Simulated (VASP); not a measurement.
# Al (Fm-3m) in VASP: a series of runs

Runs on Al. Level: r2SCAN. Tasks: single point.

All numbers are computed with VASP 6.6.1; they aren't measurements. Logs are shortened: lines on timing, memory, paths and dates and some standing lists are left out, and cuts for length are marked.

## Step 1: The cell of the first run

Symmetry: Fm-3m, No. 225, cubic system. The conventional cell has a = 3.884 Å, b = 3.884 Å, c = 3.884 Å, α = 90.00°, β = 90.00°, γ = 90.00°. Within 3.6 Å of Al (site symmetry m-3m) lie 12 Al at 2.75 Å.

## Step 2: Single point, r2SCAN (volume scaled by 0.92)

Input file POSCAR:

```
Al
1.0
    0.0000000000      1.9419610674      1.9419610674
    1.9419610674      0.0000000000      1.9419610674
    1.9419610674      1.9419610674      0.0000000000
Al
1
Direct
    0.0000000000      0.0000000000      0.0000000000
```

Input file INCAR.step1:

```
SYSTEM = Al
ALGO     = Normal         ! electronic algorithm
EDIFF    = 1E-5           ! SCF threshold, eV
ENCUT    = 550            ! plane-wave cutoff, eV
GGA      = PE             ! functional
GGA_COMPAT= .False.      
ISMEAR   = -1             ! smearing method
LASPH    = .True.         ! aspherical terms in the spheres
LCHARG   = .False.        ! write CHGCAR
LREAL    = .False.        ! projectors in reciprocal space
LWAVE    = .True.         ! write WAVECAR
NBANDS   = 8              ! bands
NELM     = 120            ! most SCF steps
PREC     = Accurate       ! precision mode
SIGMA    = 0.1            ! smearing width, eV
```

Input file INCAR.step2:

```
SYSTEM = Al
ALGO     = Normal         ! electronic algorithm
EDIFF    = 1E-6           ! SCF threshold, eV
ENCUT    = 550            ! plane-wave cutoff, eV
GGA_COMPAT= .False.      
ISIF     = 2              ! what is computed and relaxed
ISMEAR   = -1             ! smearing method
ISTART   = 1            
LASPH    = .True.         ! aspherical terms in the spheres
LCHARG   = .False.        ! write CHGCAR
LMIXTAU  = .True.       
LREAL    = .False.        ! projectors in reciprocal space
LWAVE    = .False.        ! write WAVECAR
METAGGA  = R2SCAN         ! meta-GGA
NBANDS   = 8              ! bands
NELM     = 120            ! most SCF steps
PREC     = Accurate       ! precision mode
SIGMA    = 0.1            ! smearing width, eV
```

Input file KPOINTS:

```
k-points
0
Gamma
  22 22 22
  0 0 0
```

Potentials or basis: VASP PAW PBE potentials, release 64 (Al).

On the command line:

```sh
> cat potpaw_PBE.64/Al/POTCAR > POTCAR
> cp INCAR.step1 INCAR
> mpirun -np 1 vasp_std > vasp.out
> cp INCAR.step2 INCAR
> mpirun -np 1 vasp_std > vasp.out
```

OUTCAR:

```text
SYSTEM = Al
   EDIFF = 1E-6
   ENCUT = 550
   ISIF = 2
   ISMEAR = -1
   ISTART = 1
   LASPH = .True.
   LREAL = .False.
   METAGGA = R2SCAN
   NELM = 120
   PREC = Accurate

 ion  position               nearest neighbor table
   1  0.000  0.000  0.000-

  LATTYP: Found a face centered cubic cell.
 ALAT       =     3.8839221348

  Lattice vectors:

 A1 = (   0.0000000000,   1.9419610674,   1.9419610674)
 A2 = (   1.9419610674,   0.0000000000,   1.9419610674)
 A3 = (   1.9419610674,   1.9419610674,   0.0000000000)

Analysis of symmetry for initial positions (statically):
=====================================================================
 Subroutine PRICEL returns:
 Original cell was already a primitive cell.

 Routine SETGRP: Setting up the symmetry group for a
 face centered cubic supercell.

 Subroutine GETGRP returns: Found 48 space group operations
 (whereof 48 operations were pure point group operations)
 out of a pool of 48 trial point group operations.

The static configuration has the point symmetry O_h .

Analysis of symmetry for dynamics (positions and initial velocities):
=====================================================================
 Subroutine PRICEL returns:
 Original cell was already a primitive cell.

 Routine SETGRP: Setting up the symmetry group for a
 face centered cubic supercell.

 Subroutine GETGRP returns: Found 48 space group operations
 (whereof 48 operations were pure point group operations)
 out of a pool of 48 trial point group operations.

The dynamic configuration has the point symmetry O_h .

 Subroutine INISYM returns: Found 48 space group operations
 (whereof 48 operations are pure point group operations),
 and found     1 'primitive' translations

----------------------------------------------------------------------------------------

                                     Primitive cell

  volume of cell :      14.6471

  direct lattice vectors                    reciprocal lattice vectors
     0.000000000  1.941961067  1.941961067    -0.257471691  0.257471691  0.257471691
     1.941961067  0.000000000  1.941961067     0.257471691 -0.257471691  0.257471691
     1.941961067  1.941961067  0.000000000     0.257471691  0.257471691 -0.257471691

  length of vectors
     2.746347679  2.746347679  2.746347679     0.445954050  0.445954050  0.445954050

  position of ions in fractional coordinates (direct lattice)
     0.000000000  0.000000000  0.000000000

  ion indices of the primitive-cell ions
   primitive index   ion index
                 1           1

----------------------------------------------------------------------------------------

 KPOINTS: k-points

Automatic generation of k-mesh.
 Grid dimensions read from file:
 generate k-points for:   22   22   22

 Generating k-lattice:

  Cartesian coordinates                     Fractional coordinates (reciprocal lattice)
    -0.011703259  0.011703259  0.011703259     0.045454545  0.000000000  0.000000000
     0.011703259 -0.011703259  0.011703259     0.000000000  0.045454545  0.000000000
     0.011703259  0.011703259 -0.011703259     0.000000000  0.000000000  0.045454545

  Length of vectors
     0.020270639  0.020270639  0.020270639

  Shift w.r.t. Gamma in fractional coordinates (k-lattice)
     0.000000000  0.000000000  0.000000000

 Subroutine IBZKPT returns following result:
 ===========================================

 Found    328 irreducible k-points:

 Following reciprocal coordinates:
            Coordinates               Weight
  0.000000  0.000000  0.000000      1.000000
  0.045455  0.000000  0.000000      8.000000
  0.090909  0.000000  0.000000      8.000000
  0.136364  0.000000  0.000000      8.000000
  0.181818  0.000000  0.000000      8.000000
  0.227273  0.000000  0.000000      8.000000
[... 16 lines left out ...]
  0.500000  0.045455  0.000000     24.000000
 -0.454545  0.045455  0.000000     24.000000
 [... further k-points ...]
   k-points           NKPTS =    328   k-points in BZ     NKDIM =    328   number of bands    NBANDS=      8
   number of dos      NEDOS =    301   number of ions     NIONS =      1
   total plane-waves  NPLWV =  13824
   dimension x,y,z NGX =    24 NGY =   24 NGZ =   24
   dimension x,y,z NGXF=    48 NGYF=   48 NGZF=   48
   ions per type =               1
   NGX,Y,Z   is equivalent  to a cutoff of  14.53, 14.53, 14.53 a.u.
   NGXF,Y,Z  is equivalent  to a cutoff of  29.06, 29.06, 29.06 a.u.
 SYSTEM =  Al
   PREC   = accura    normal or accurate (medium, high low for compatibility)
   ISTART =      1    job   : 0-new  1-cont  2-samecut
   ICHARG =      0    charge: 1-file 2-atom 10-const
   ISPIN  =      1    spin polarized calculation?
   LNONCOLLINEAR =      F non collinear calculations
   LSORBIT =      F    spin-orbit coupling
   LASPH  =      T    aspherical Exc in radial PAW
   ENCUT  =  550.0 eV  40.42 Ry    6.36 a.u.   5.25  5.25  5.25*2*pi/ulx,y,z
   NELM   =    120;   NELMIN=  2; NELMDL=  0     # of ELM steps
   EDIFF  = 0.1E-05   stopping-criterion for ELM
   LREAL  =      F    real-space projection
   EDIFFG = 0.1E-04   stopping-criterion for IOM
   NSW    =      0    number of steps for IOM
   IBRION =     -1    ionic relax: 0-MD 1-quasi-New 2-CG
   NFREE  =      0    steps in history (QN), initial steepest desc. (CG)
   ISIF   =      2    stress and relaxation
   ISYM   =      2    0-nonsym 1-usesym 2-fastsym
   POTIM  = 0.5000    time-step for ionic-motion
   TEBEG  =    0.0;   TEEND  =   0.0 temperature during run
   PSTRESS=    0.0 pullay stress
   NELECT =       3.0000    total number of electrons
   NUPDOWN=      -1.0000    fix difference up-down
   EMIN   =  10.00;   EMAX   =-10.00  energy-range for DOS
   EFERMI =   0.00;   METHOD = LEGACY
   ISMEAR =    -1;   SIGMA  =   0.10  broadening in eV -4-tet -1-fermi 0-gaus
   EFERMI_NEDOS =   21; number of points for ismear=-14 and -15
   IALGO  =     38    algorithm
   IMIX   =      4    mixing-type and parameters
     AMIX     =   0.40;   BMIX     =  1.00
     AMIX_MAG =   1.60;   BMIX_MAG =  1.00
  volume/ion in A,a.u.               =      14.65        98.84
  Fermi-wavevector in a.u.,A,eV,Ry     =   0.965009  1.823603 12.670324  0.931243
  Thomas-Fermi vector in A             =   2.094689
   LORBIT       =      0    0 simple, 1 ext, 2 COOP (PROOUT), +10 PAW based schemes
   METAGGA = R2SCAN    functional components
   LHFCALC =     F    Hartree Fock is set to
   AEXX    =    0.0000 exact exchange contribution
   IVDW    =     0    specifies the selected vdW correction
   LEPSILON=     F    determine dielectric tensor
   LRPA    =     F    only Hartree local field effects (RPA)
 non-spin polarized calculation
  energy-cutoff  :      550.00
  volume of cell :       14.65
 maximum number of plane-waves:       444
 NGX is ok and might be reduce to    24
   NGX = 11   NGY = 11   NGZ = 11

 number of electron       3.0000000 magnetization

 Free energy of the ion-electron system (eV)
  ---------------------------------------------------
  ext. energy  EPLUGINS =         0.00000000
  ---------------------------------------------------
  free energy    TOTEN  =        -6.71392386 eV

  energy without entropy =       -6.70382367  energy(sigma->0) =       -6.70887377

 E-fermi :   9.3020     XC(G=0): -11.3550

 val. band max:        9.2784242525   @ k =  -0.4091   0.4091   0.0909
 cond. band min:       9.3239469589   @ k =  -0.3636   0.4091   0.0455
 fundamental gap:      0.0455227064
 Fermi energy:         9.3019616134

 k-point     1 :       0.0000    0.0000    0.0000
  band No.  band energies     occupation
      1      -3.3944      2.00000
      2      23.3328      0.00000
      3      23.3328      0.00000
      4      23.3328      0.00000
      5      26.2480      0.00000
      6      26.2480      0.00000
      7      26.2480      0.00000
      8      27.5669      0.00000

 k-point     2 :       0.0455    0.0000    0.0000
  band No.  band energies     occupation
      1      -3.3300      2.00000
      2      22.2283      0.00000
      3      23.1877      0.00000
      4      23.1878      0.00000
      5      26.4979      0.00000
      6      26.4979      0.00000
      7      26.5279      0.00000
      8      28.3394      0.00000

 k-point     3 :       0.0909    0.0000    0.0000
  band No.  band energies     occupation
      1      -3.1369      2.00000
      2      20.2760      0.00000
      3      22.8594      0.00000
      4      22.8594      0.00000
      5      26.4907      0.00000
      6      27.1376      0.00000
      7      27.1376      0.00000
      8      30.0093      0.00000

 k-point     4 :       0.1364    0.0000    0.0000
  band No.  band energies     occupation
      1      -2.8157      2.00000
      2      18.2111      0.00000
      3      22.4958      0.00000
      4      22.4958      0.00000
      5      26.2887      0.00000
      6      27.9858      0.00000
      7      27.9858      0.00000
      8      28.9880      0.00000

 k-point     5 :       0.1818    0.0000    0.0000
  band No.  band energies     occupation
      1      -2.3675      2.00000
      2      16.1672      0.00000
      3      22.1718      0.00000
      4      22.1718      0.00000
      5      26.0583      0.00000
      6      27.7904      0.00000
      7      27.7904      0.00000
      8      29.1627      0.00000
[... 177 lines left out ...]
 k-point    22 :       0.4545    0.0455    0.0000
  band No.  band energies     occupation
      1       2.5274      2.00000
      2       6.2040      2.00000
      3      20.9629      0.00000
      4      21.3290      0.00000
      5      22.7846      0.00000
      6      24.3345      0.00000
      7      26.7350      0.00000
      8      28.2414      0.00000

 k-point    23 :       0.5000    0.0455    0.0000
  band No.  band energies     occupation
      1       3.6726      2.00000
      2       4.8741      2.00000
      3      20.9470      0.00000
      4      21.2500      0.00000
      5      22.9960      0.00000
      6      23.8714      0.00000
      7      26.8309      0.00000
      8      27.9618      0.00000

 k-point    24 :      -0.4545    0.0455    0.0000
  band No.  band energies     occupation
      1       3.3094      2.00000
      2       5.2742      2.00000
      3      20.6165      0.00000
      4      21.6277      0.00000
      5      23.3682      0.00000
      6      23.5270      0.00000
      7      26.7138      0.00000
      8      28.1101      0.00000

 [... further k-points ...]
[... 5 lines left out ...]
  --------------------------------------------------------------------------------------
  -------------------------------------------------------------------------------------
  Total        0.8094075      0.8094075      0.8094075      0.0000000      0.0000000      0.0000000
  in kB       88.5372993     88.5372993     88.5372993      0.0000000      0.0000000      0.0000000
  external PRESSURE =      88.5372993 kB  Pullay stress =       0.0000000 kB

 VOLUME and BASIS-vectors are now :
 -----------------------------------------------------------------------------
  energy-cutoff  :      550.00
  volume of cell :       14.65
      direct lattice vectors                 reciprocal lattice vectors
     0.000000000  1.941961067  1.941961067    -0.257471691  0.257471691  0.257471691
     1.941961067  0.000000000  1.941961067     0.257471691 -0.257471691  0.257471691
     1.941961067  1.941961067  0.000000000     0.257471691  0.257471691 -0.257471691

 POSITION                                       TOTAL-FORCE (eV/Angst)
 -----------------------------------------------------------------------------------
      0.00000      0.00000      0.00000         0.000000      0.000000     -0.000000
 -----------------------------------------------------------------------------------
    total drift:                                0.000000     -0.000000     -0.000000

  FREE ENERGIE OF THE ION-ELECTRON SYSTEM (eV)
  ---------------------------------------------------
  free  energy   TOTEN  =        -6.7139238642 eV

  energy  without entropy=       -6.7038236689  energy(sigma->0) =       -6.70887377
```

Run time: 38 s. Hardware: 1 thread of Intel Xeon 6975P-C (Granite Rapids), shared host; peak memory 0.16 GiB.

Results:

```yaml
Free_energy: -6.7139 eV
Pressure: 8.9 GPa
```

Caveat: the PAW data sets were made with another functional, which shifts forces and pressure a little.

## Step 3: Single point, r2SCAN (volume scaled by 1.08)

Input file POSCAR:

```
Al
1.0
    0.0000000000      2.0485779551      2.0485779551
    2.0485779551      0.0000000000      2.0485779551
    2.0485779551      2.0485779551      0.0000000000
Al
1
Direct
    0.0000000000      0.0000000000      0.0000000000
```

Input file INCAR.step1:

```
  PREC = Accurate
  ENCUT = 550
  ISMEAR = -1
  SIGMA = 0.1
  LREAL = F
  LASPH = T
  NELM = 120
  NBANDS = 8
  GGA = PE
  ALGO = Normal
  EDIFF = 1E-5
  LWAVE = T
  LCHARG = F
  GGA_COMPAT = F
```

Input file INCAR.step2:

```
  PREC = Accurate
  ENCUT = 550
  EDIFF = 1E-6
  ISMEAR = -1
  SIGMA = 0.1
  LREAL = F
  LASPH = T
  NELM = 120
  ALGO = Normal
  ISIF = 2
  LWAVE = F
  LCHARG = F
  METAGGA = R2SCAN
  LMIXTAU = T
  NBANDS = 8
  ISTART = 1
  GGA_COMPAT = F
```

Input file KPOINTS:

```
Automatic mesh
0
Gamma
  22 22 22
```

Potentials or basis: VASP PAW PBE potentials, release 64 (Al).

On the command line:

```sh
> cat potpaw_PBE.64/Al/POTCAR > POTCAR
> cp INCAR.step1 INCAR
> mpirun -np 1 vasp_std > vasp.out
> cp INCAR.step2 INCAR
> mpirun -np 1 vasp_std > vasp.out
```

Run time: 42 s. Hardware: 1 thread of Intel Xeon 6975P-C (Granite Rapids), shared host; peak memory 0.16 GiB.

Results (log left out):

```
Free energy : -6.7175 eV
Pressure    : -6.2 GPa
```

Levels at points of the mesh, in eV from the Fermi level:
```csv
k point,band 1,band 2,band 3,band 4
"(0.00, 0.00, 0.00)",-11.54,13.10,13.10,13.10
"(0.50, 0.00, 0.00)",-4.82,-4.47,11.87,11.87
"(0.50, 0.50, 0.00)",-3.05,-1.62,5.47,5.81
```

Caveat: the PAW data sets were made with another functional, which shifts forces and pressure a little.
